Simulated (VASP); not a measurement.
# BaTiO3 (P1) in VASP: a series of runs

BaTiO3 is run at these levels: LDA+U, r2SCAN; tasks: single point.

Everything below comes from runs of VASP 6.6.1. Logs are shortened: lines on timing, memory, paths and dates and some standing lists are left out, and cuts for length are marked.

## Step 1: The cell of the first run

The typed cell holds 10 atoms: a = 5.655 Å, b = 5.655 Å, c = 5.670 Å, α = 60.09°, β = 60.09°, γ = 60.00°.

## Step 2: Single point, LDA+U

Contents of INCAR:

```
SYSTEM = BaTiO3
ALGO     = Normal         ! electronic algorithm
EDIFF    = 1E-6           ! SCF threshold, eV
ENCUT    = 600            ! plane-wave cutoff, eV
GGA      = CA             ! functional
GGA_COMPAT= .FALSE.      
ISIF     = 2              ! what is computed and relaxed
ISMEAR   = -1             ! smearing method
KPAR     = 4            
LASPH    = .TRUE.         ! aspherical terms in the spheres
LCHARG   = .FALSE.        ! write CHGCAR
LDAU     = .TRUE.         ! DFT+U
LDAUJ    = 0 0 0        
LDAUL    = -1 2 -1        ! shell
LDAUPRINT= 1            
LDAUTYPE = 2            
LDAUU    = 0 5 0          ! U, eV
LMAXMIX  = 4              ! l up to which the mixer works
LREAL    = .FALSE.        ! projectors in reciprocal space
LWAVE    = .FALSE.        ! write WAVECAR
NBANDS   = 51             ! bands
NELM     = 200            ! most SCF steps
PREC     = Accurate       ! precision mode
SIGMA    = 0.05           ! smearing width, eV
```

Contents of KPOINTS:

```
k-points
0
G
  6 6 6
  0 0 0
```

Contents of POSCAR:

```
BaTiO3
1.0
    2.8276681600     -4.8976649200      0.0000000000
    5.6553363200      0.0000000000      0.0000000000
    2.8276681600     -1.6325549700      4.6354632200
Ba Ti O
2 2 6
Direct
    0.9177924700      0.9677509100      0.9738373600
    0.5774295100      0.6545572300      0.3489314600
    0.8554444300      0.7046525900      0.7824091600
    0.2254501000      0.1942032400      0.3459340700
    0.1078378300      0.4659246800      0.9425172400
    0.5268240400      0.0623520400      0.3607577300
    0.6266454800      0.3989537400      0.0195656800
    0.8613690900      0.0487807000      0.5609802200
    0.5045799500      0.9888950700      0.0529161400
    0.8179271000      0.5352298000      0.5482509300
```

Potentials or basis: VASP PAW LDA potentials, release 64 (Ba_sv, Ti_sv, O).

Started as:

```
cat potpaw_LDA.64/Ba_sv/POTCAR potpaw_LDA.64/Ti_sv/POTCAR potpaw_LDA.64/O/POTCAR > POTCAR
mpirun -np 4 vasp_std > vasp.out
```

OUTCAR:

```text
SYSTEM = BaTiO3
   EDIFF = 1E-6
   ENCUT = 600
   GGA = CA
   ISIF = 2
   ISMEAR = -1
   LASPH = .TRUE.
   LREAL = .FALSE.
   NELM = 200
   PREC = Accurate

 ion  position               nearest neighbor table
   1  0.918  0.968  0.974-   9 2.10   7 2.22   6 2.27   8 2.31   3 2.46   5 2.55   2 2.63  10 2.87
                            10 2.92   4 2.97   4 3.30   3 3.62   4 3.67   2 4.01   2 4.12   2 4.37
   2  0.577  0.655  0.349-   9 1.82  10 1.85   6 2.21   1 2.63   4 2.68   3 2.71   7 2.73   5 2.79
                             8 2.84   5 3.14   4 3.26   3 3.51   3 3.69   1 4.01   1 4.12   1 4.37
   3  0.855  0.705  0.782-   5 1.68   8 1.72  10 2.12   7 2.16   9 2.26   1 2.46   2 2.71   2 3.51
                             1 3.62   2 3.69
   4  0.225  0.194  0.346-   6 1.51   9 2.02   8 2.14   5 2.24  10 2.34   2 2.68   1 2.97   2 3.26
                             1 3.30   1 3.67
   5  0.108  0.466  0.943-   3 1.68   4 2.24   1 2.55   2 2.79   2 3.14
   6  0.527  0.062  0.361-   4 1.51   2 2.21   1 2.27
   7  0.627  0.399  0.020-   3 2.16   1 2.22   2 2.73
   8  0.861  0.049  0.561-   3 1.72   4 2.14   1 2.31   2 2.84
   9  0.505  0.989  0.053-   2 1.82   4 2.02   1 2.10   3 2.26
  10  0.818  0.535  0.548-   2 1.85   3 2.12   4 2.34   1 2.87   1 2.92

  LATTYP: Found a trigonal (rhomboedric) cell.
 ALAT       =     5.6699613975
 COS(alpha) =     0.5025760694

  Lattice vectors:

 A1 = (  -0.0000000000,   3.2651099500,   4.6354632200)
 A2 = (  -2.8276681600,  -1.6325549700,   4.6354632200)
 A3 = (   2.8276681600,  -1.6325549700,   4.6354632200)

Analysis of symmetry for initial positions (statically):
=====================================================================
 Subroutine PRICEL returns:
 Original cell was already a primitive cell.

 Routine SETGRP: Setting up the symmetry group for a
 trigonal (rhombohedral) supercell.

 Subroutine GETGRP returns: Found  1 space group operations
 (whereof  1 operations were pure point group operations)
 out of a pool of 12 trial point group operations.

The static configuration has the point symmetry C_1 .

Analysis of symmetry for dynamics (positions and initial velocities):
=====================================================================
 Subroutine PRICEL returns:
 Original cell was already a primitive cell.

 Routine SETGRP: Setting up the symmetry group for a
 trigonal (rhombohedral) supercell.

 Subroutine GETGRP returns: Found  1 space group operations
 (whereof  1 operations were pure point group operations)
 out of a pool of 12 trial point group operations.

The dynamic configuration has the point symmetry C_1 .

 Subroutine INISYM returns: Found  1 space group operations
 (whereof  1 operations are pure point group operations),
 and found     1 'primitive' translations

----------------------------------------------------------------------------------------

                                     Primitive cell

  volume of cell :     128.3928

  direct lattice vectors                    reciprocal lattice vectors
     2.827668160 -4.897664920  0.000000000     0.000000000 -0.204178933 -0.071909390
     5.655336320  0.000000000  0.000000000     0.176824143  0.102089467 -0.071909390
     2.827668160 -1.632554970  4.635463220     0.000000000  0.000000000  0.215728171

  length of vectors
[... 145 lines left out ...]

  0.1665 -0.0415 -0.0046 -0.0140  0.0011
 -0.0415  0.2158 -0.0022  0.0115  0.0736
 -0.0046 -0.0022  0.1404  0.0108  0.0291
 -0.0140  0.0115  0.0108  0.2875 -0.0205
  0.0011  0.0736  0.0291 -0.0205  0.2475

spin component  2

  0.1665 -0.0415 -0.0046 -0.0140  0.0011
 -0.0415  0.2158 -0.0022  0.0115  0.0736
 -0.0046 -0.0022  0.1404  0.0108  0.0291
 -0.0140  0.0115  0.0108  0.2875 -0.0205
  0.0011  0.0736  0.0291 -0.0205  0.2475

 occupancies and eigenvectors

  o =  0.1134  v = -0.4337 -0.5046 -0.6073  0.0864  0.4255  0.0000  0.0000  0.0000  0.0000  0.0000      0.0000  0.0000  0.0000  0.0000  0.0000  0.0000  0.0000  0.0000  0.0000  0.0000
  o =  0.1134  v =  0.0000  0.0000  0.0000  0.0000  0.0000 -0.4337 -0.5046 -0.6073  0.0864  0.4255      0.0000  0.0000  0.0000  0.0000  0.0000  0.0000  0.0000  0.0000  0.0000  0.0000
  o =  0.1455  v =  0.0000  0.0000  0.0000  0.0000  0.0000 -0.5878 -0.3496  0.7243 -0.0794  0.0362      0.0000  0.0000  0.0000  0.0000  0.0000  0.0000  0.0000  0.0000  0.0000  0.0000
  o =  0.1455  v = -0.5878 -0.3496  0.7243 -0.0794  0.0362  0.0000  0.0000  0.0000  0.0000  0.0000      0.0000  0.0000  0.0000  0.0000  0.0000  0.0000  0.0000  0.0000  0.0000  0.0000
  o =  0.1900  v = -0.6405  0.4552 -0.2991 -0.2172 -0.4959  0.0000  0.0000  0.0000  0.0000  0.0000      0.0000  0.0000  0.0000  0.0000  0.0000  0.0000  0.0000  0.0000  0.0000  0.0000
  o =  0.1900  v =  0.0000  0.0000  0.0000  0.0000  0.0000 -0.6405  0.4552 -0.2991 -0.2172 -0.4959      0.0000  0.0000  0.0000  0.0000  0.0000  0.0000  0.0000  0.0000  0.0000  0.0000
  o =  0.2939  v =  0.1867 -0.2451 -0.0704 -0.9487 -0.0081  0.0000  0.0000  0.0000  0.0000  0.0000      0.0000  0.0000  0.0000  0.0000  0.0000  0.0000  0.0000  0.0000  0.0000  0.0000
  o =  0.2939  v =  0.0000  0.0000  0.0000  0.0000  0.0000  0.1867 -0.2451 -0.0704 -0.9487 -0.0081      0.0000  0.0000  0.0000  0.0000  0.0000  0.0000  0.0000  0.0000  0.0000  0.0000
  o =  0.3150  v =  0.0000  0.0000  0.0000  0.0000  0.0000 -0.1459  0.5966  0.1101 -0.1975  0.7561      0.0000  0.0000  0.0000  0.0000  0.0000  0.0000  0.0000  0.0000  0.0000  0.0000
  o =  0.3150  v = -0.1459  0.5966  0.1101 -0.1975  0.7561  0.0000  0.0000  0.0000  0.0000  0.0000      0.0000  0.0000  0.0000  0.0000  0.0000  0.0000  0.0000  0.0000  0.0000  0.0000

atom =   4  type =  2  l = 2

 onsite density matrix

spin component  1

  0.2398 -0.0262  0.0276 -0.0163  0.0428
 -0.0262  0.1940 -0.0026  0.0129  0.0150
  0.0276 -0.0026  0.1780  0.0035  0.1710
 -0.0163  0.0129  0.0035  0.1354 -0.0021
  0.0428  0.0150  0.1710 -0.0021  0.3546

spin component  2

  0.2398 -0.0262  0.0276 -0.0163  0.0428
 -0.0262  0.1940 -0.0026  0.0129  0.0150
  0.0276 -0.0026  0.1780  0.0035  0.1710
 -0.0163  0.0129  0.0035  0.1354 -0.0021
  0.0428  0.0150  0.1710 -0.0021  0.3546

 occupancies and eigenvectors

  o =  0.0726  v =  0.0008 -0.0907 -0.8461  0.0841  0.5185  0.0000  0.0000  0.0000  0.0000  0.0000      0.0000  0.0000  0.0000  0.0000  0.0000  0.0000  0.0000  0.0000  0.0000  0.0000
  o =  0.0726  v =  0.0000  0.0000  0.0000  0.0000  0.0000  0.0008 -0.0907 -0.8461  0.0841  0.5185      0.0000  0.0000  0.0000  0.0000  0.0000  0.0000  0.0000  0.0000  0.0000  0.0000
  o =  0.1320  v = -0.1207  0.1349 -0.0741 -0.9787  0.0616  0.0000  0.0000  0.0000  0.0000  0.0000      0.0000  0.0000  0.0000  0.0000  0.0000  0.0000  0.0000  0.0000  0.0000  0.0000
  o =  0.1320  v =  0.0000  0.0000  0.0000  0.0000  0.0000 -0.1207  0.1349 -0.0741 -0.9787  0.0616      0.0000  0.0000  0.0000  0.0000  0.0000  0.0000  0.0000  0.0000  0.0000  0.0000
  o =  0.1790  v =  0.0000  0.0000  0.0000  0.0000  0.0000 -0.4922 -0.8562  0.1271 -0.0626  0.0685      0.0000  0.0000  0.0000  0.0000  0.0000  0.0000  0.0000  0.0000  0.0000  0.0000
  o =  0.1790  v = -0.4922 -0.8562  0.1271 -0.0626  0.0685  0.0000  0.0000  0.0000  0.0000  0.0000      0.0000  0.0000  0.0000  0.0000  0.0000  0.0000  0.0000  0.0000  0.0000  0.0000
  o =  0.2480  v =  0.0000  0.0000  0.0000  0.0000  0.0000  0.8351 -0.4901 -0.0653 -0.1760 -0.1650      0.0000  0.0000  0.0000  0.0000  0.0000  0.0000  0.0000  0.0000  0.0000  0.0000
  o =  0.2480  v =  0.8351 -0.4901 -0.0653 -0.1760 -0.1650  0.0000  0.0000  0.0000  0.0000  0.0000      0.0000  0.0000  0.0000  0.0000  0.0000  0.0000  0.0000  0.0000  0.0000  0.0000
  o =  0.4702  v =  0.0000  0.0000  0.0000  0.0000  0.0000 -0.2140 -0.0198 -0.5082  0.0096 -0.8339      0.0000  0.0000  0.0000  0.0000  0.0000  0.0000  0.0000  0.0000  0.0000  0.0000
  o =  0.4702  v = -0.2140 -0.0198 -0.5082  0.0096 -0.8339  0.0000  0.0000  0.0000  0.0000  0.0000      0.0000  0.0000  0.0000  0.0000  0.0000  0.0000  0.0000  0.0000  0.0000  0.0000

 number of electron      80.0000001 magnetization

 Free energy of the ion-electron system (eV)
  ---------------------------------------------------
  ext. energy  EPLUGINS =         0.00000000
  ---------------------------------------------------
  free energy    TOTEN  =       -53.26586460 eV

  energy without entropy =      -53.26573356  energy(sigma->0) =      -53.26579908

 E-fermi :   5.7352     XC(G=0): -11.3740

 val. band max:        5.4051311660   @ k =  -0.0000   0.5000  -0.0000
 cond. band min:       6.0846389592   @ k =   0.5000   0.0000  -0.0000
 fundamental gap:      0.6795077933
 Fermi energy:         5.7351890656

 k-point     1 :       0.0000    0.0000    0.0000
  band No.  band energies     occupation
      1     -53.1992      2.00000
      2     -52.7298      2.00000
      3     -30.5755      2.00000
      4     -29.8734      2.00000
      5     -29.7432      2.00000
      6     -29.6898      2.00000
[... 1285 lines left out ...]
     50       9.4875      0.00000
     51      10.2513      0.00000

 [... further k-points ...]

------------------------ aborting loop because EDIFF is reached ----------------------------------------

  FORCE on cell =-STRESS in cart. coord.  units (eV):
  Direction    XX          YY          ZZ          XY          YZ          ZX
  --------------------------------------------------------------------------------------
  -------------------------------------------------------------------------------------
  Total       52.4288721     62.6137986     56.6104146     -2.2826355    -21.8673034     -8.4382979
  in kB      654.2450587    781.3398743    706.4253442    -28.4843621   -272.8758907   -105.2991321
  external PRESSURE =     714.0034257 kB  Pullay stress =       0.0000000 kB

 VOLUME and BASIS-vectors are now :
 -----------------------------------------------------------------------------
  energy-cutoff  :      600.00
  volume of cell :      128.39
      direct lattice vectors                 reciprocal lattice vectors
     2.827668160 -4.897664920  0.000000000     0.000000000 -0.204178933 -0.071909390
     5.655336320  0.000000000  0.000000000     0.176824143  0.102089467 -0.071909390
     2.827668160 -1.632554970  4.635463220     0.000000000  0.000000000  0.215728171

 POSITION                                       TOTAL-FORCE (eV/Angst)
 -----------------------------------------------------------------------------------
     10.82186     -6.08488      4.51419        11.073950    -11.226293     -1.506007
      6.32118     -3.39771      1.61746       -21.873389      4.393125     12.339909
      8.61635     -5.46701      3.62683       -10.842548      6.060220     -1.851918
      2.71397     -1.66894      1.60356         2.410485     13.069607     -5.254923
      5.60502     -2.06686      4.36900        -0.553495     -3.719960      1.612843
      2.86241     -3.16916      1.67228         5.251094     -8.896057      8.145245
      4.08349     -3.10104      0.09070         4.719084      2.506337     -0.087031
      4.29780     -5.13453      2.60040         1.905394     -1.000834     -5.360128
      7.16895     -2.55765      0.24529         2.769960     12.756159    -11.881231
      6.89000     -4.90098      2.54140         5.139465    -13.942303      3.843241
 -----------------------------------------------------------------------------------
    total drift:                               -0.000239     -0.000084      0.000196

  FREE ENERGIE OF THE ION-ELECTRON SYSTEM (eV)
  ---------------------------------------------------
  free  energy   TOTEN  =       -53.2658645970 eV

  energy  without entropy=      -53.2657335627  energy(sigma->0) =      -53.26579908
```

Run time: 4.7 min. Hardware: 4 MPI ranks of Intel Xeon 6975P-C (Granite Rapids), shared host; peak memory 0.77 GiB.

Results:

```
Free energy            : -53.2659 eV
Pressure               : 71.4 GPa
Largest force          : 25.495 eV/Å
Band gap on the k mesh : 0.68 eV (least direct gap 0.80 eV)
```

Forces in eV/Å, atoms in the order of the input:
```
Ba   11.074 -11.226  -1.506
Ba  -21.873   4.393  12.340
Ti  -10.843   6.060  -1.852
Ti    2.410  13.070  -5.255
O    -0.553  -3.720   1.613
O     5.251  -8.896   8.145
O     4.719   2.506  -0.087
O     1.905  -1.001  -5.360
O     2.770  12.756 -11.881
O     5.139 -13.942   3.843
```

Stress tensor (GPa, compression positive):
```
 65.42  -2.85 -10.53
 -2.85  78.13 -27.29
-10.53 -27.29  70.64
```

Levels at points of the mesh, in eV from the valence-band top:
| k point | band 37 | band 38 | band 39 | band 40 | band 41 | band 42 | band 43 | band 44 |
| --- | --- | --- | --- | --- | --- | --- | --- | --- |
| (0.00, 0.00, 0.00) | -2.20 | -1.29 | -0.52 | -0.13 | 0.83 | 1.20 | 1.33 | 1.88 |
| (0.50, 0.00, 0.00) | -2.22 | -1.54 | -0.84 | -0.22 | 0.68 | 1.09 | 1.54 | 1.85 |
| (0.00, 0.50, 0.00) | -2.10 | -1.38 | -0.18 | 0.00 | 0.84 | 1.12 | 1.59 | 1.89 |
| (0.50, 0.50, 0.50) | -2.51 | -1.28 | -0.58 | -0.06 | 0.78 | 1.16 | 1.45 | 1.96 |
| (0.50, 0.50, 0.00) | -2.33 | -1.34 | -0.48 | -0.20 | 0.97 | 1.19 | 1.55 | 2.04 |
| (0.00, 0.50, 0.50) | -2.01 | -1.46 | -0.67 | -0.25 | 1.08 | 1.33 | 1.57 | 2.05 |
| (0.50, 0.00, 0.50) | -1.94 | -1.74 | -0.94 | -0.28 | 0.92 | 1.33 | 1.35 | 1.81 |
| (0.00, 0.00, 0.50) | -1.84 | -1.59 | -0.80 | -0.31 | 1.09 | 1.29 | 1.54 | 1.87 |

Eigenvalues of the final occupation matrices:
| site | spin | trace | eigenvalues |
| --- | --- | --- | --- |
| site 3 d | 1 | 1.06 | 0.11 0.15 0.19 0.29 0.31 |
| site 3 d | 2 | 1.06 | 0.11 0.15 0.19 0.29 0.31 |
| site 4 d | 1 | 1.10 | 0.07 0.13 0.18 0.25 0.47 |
| site 4 d | 2 | 1.10 | 0.07 0.13 0.18 0.25 0.47 |

Caveat: atoms lie so close that the PAW spheres overlap strongly, which falsifies energies and pressures; the stress differs along the axes, from 65 to 78 GPa; spin-orbit coupling is left out, which moves the levels of the heavy elements; forces of over 1 eV/Å act on the atoms, so gaps and moduli don't describe the material at rest.

## Step 3: Single point, r2SCAN

POSCAR is that of step 2.

Contents of INCAR.step1:

```
SYSTEM = BaTiO3
PREC = Accurate ; ENCUT = 520
ISMEAR = -1 ; SIGMA = 0.05
LREAL = .False. ; LASPH = .True.
NELM = 60 ; NBANDS = 51
GGA = PE ; ALGO = Normal
EDIFF = 1E-4 ; LWAVE = .True.
LCHARG = .False. ; KPAR = 4
```

Contents of INCAR.step2:

```
SYSTEM = BaTiO3
PREC = Accurate ; ENCUT = 520
EDIFF = 1E-6 ; ISMEAR = -1
SIGMA = 0.05 ; LREAL = .False.
LASPH = .True. ; NELM = 60
ALGO = Normal ; ISIF = 2
LWAVE = .False. ; LCHARG = .False.
METAGGA = R2SCAN ; LMIXTAU = .True.
NBANDS = 51 ; ISTART = 1
KPAR = 4
```

Contents of KPOINTS:

```
regular mesh
0
Gamma
  6 6 6
  0 0 0
```

Potentials or basis: VASP PAW PBE potentials, release 64 (Ba_sv, Ti_sv, O).

Started as:

```
cat potpaw_PBE.64/Ba_sv/POTCAR potpaw_PBE.64/Ti_sv/POTCAR potpaw_PBE.64/O/POTCAR > POTCAR
cp INCAR.step1 INCAR
mpirun -np 4 vasp_std > vasp.out
cp INCAR.step2 INCAR
mpirun -np 4 vasp_std > vasp.out
```

Wall time 14 min (4 MPI ranks of Intel Xeon Platinum 8259CL at 2.50GHz (Skylake/Cascade Lake), shared host); peak memory 0.71 GiB.

The run converged. Its results:

```
Free energy            : -119.2187 eV
Pressure               : 76.4 GPa
Largest force          : 26.955 eV/Å
Band gap on the k mesh : 0.51 eV (least direct gap 0.58 eV)
```

Forces on the atoms (eV/Å):
```
Ba   11.606 -12.219  -1.862
Ba  -23.124   4.819  12.987
Ti  -10.556   5.428  -1.857
Ti    2.372  12.207  -5.525
O    -0.539  -2.869   0.993
O     5.619  -7.909   8.861
O     5.279   2.795  -0.180
O     0.977  -1.256  -5.155
O     2.838  13.621 -12.215
O     5.527 -14.617   3.952
```

Stress tensor (GPa, compression positive):
```
 71.73  -3.32 -10.63
 -3.32  80.91 -27.20
-10.63 -27.20  76.63
```

Levels at points of the mesh, in eV from the valence-band top:
```
           k point  band 38  band 39  band 40  band 41  band 42  band 43
(0.00, 0.00, 0.00)    -1.33    -0.52    -0.15     0.58     1.15     1.46
(0.50, 0.00, 0.00)    -1.57    -0.81    -0.21     0.62     0.96     1.54
(0.00, 0.50, 0.00)    -1.43    -0.19     0.00     0.58     1.26     1.49
(0.50, 0.50, 0.50)    -1.34    -0.60    -0.07     0.53     1.17     1.40
(0.50, 0.50, 0.00)    -1.40    -0.49    -0.20     0.79     1.20     1.47
(0.00, 0.50, 0.50)    -1.51    -0.65    -0.24     0.79     1.27     1.64
(0.50, 0.00, 0.50)    -1.78    -0.85    -0.27     0.58     1.24     1.47
(0.00, 0.00, 0.50)    -1.66    -0.81    -0.33     0.87     1.23     1.53
```

Caveat: atoms lie so close that the PAW spheres overlap strongly, which falsifies energies and pressures; the stress differs along the axes, from 72 to 81 GPa; the PAW data sets were made with another functional, which shifts forces and pressure a little; spin-orbit coupling is left out, which moves the levels of the heavy elements. A k mesh can miss the band edges.
